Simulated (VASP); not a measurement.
Sc, 2 atoms in the cell. It takes space group P6_3/mmc (No. 194, hexagonal). The conventional cell has a = 2.365 Å, b = 2.365 Å, c = 4.081 Å, α = 90.00°, β = 90.00°, γ = 120.00°. Within 3.1 Å of Sc (site symmetry -6m2) lie 12 Sc at 2.36 to 2.46 Å. 

```yaml
Program: VASP 6.6.1
Task: single point
Functional: PBE
Dispersion: D3(BJ)
Potentials_or_basis: VASP PAW PBE potentials, release 64 (Sc_sv)
Cutoff: 500 eV
k_mesh: 13 × 13 × 7
Occupations: fermi-dirac, width 0.08 eV
Spin: no spin polarisation
Dipole_correction: no
Further_INCAR_settings: ALGO = Normal; EDIFF = 1e-06; NBANDS = 18
```

Potentials or basis: VASP PAW PBE potentials, release 64 (Sc_sv).

The run is started by

```sh
$ cat potpaw_PBE.64/Sc_sv/POTCAR > POTCAR
$ mpirun -np 1 vasp_std > vasp.out
```

Hardware: 1 thread of Intel(R) Xeon(R) 6975P-C (Granite Rapids), with other jobs on the host.

Problem. Estimate the wall time of this run.

Solution. It took 11 s on 1 thread of Intel(R) Xeon(R) 6975P-C (Granite Rapids), on a shared host, peak memory 0.15 GiB. Counts: scf iterations 12, k points 84.
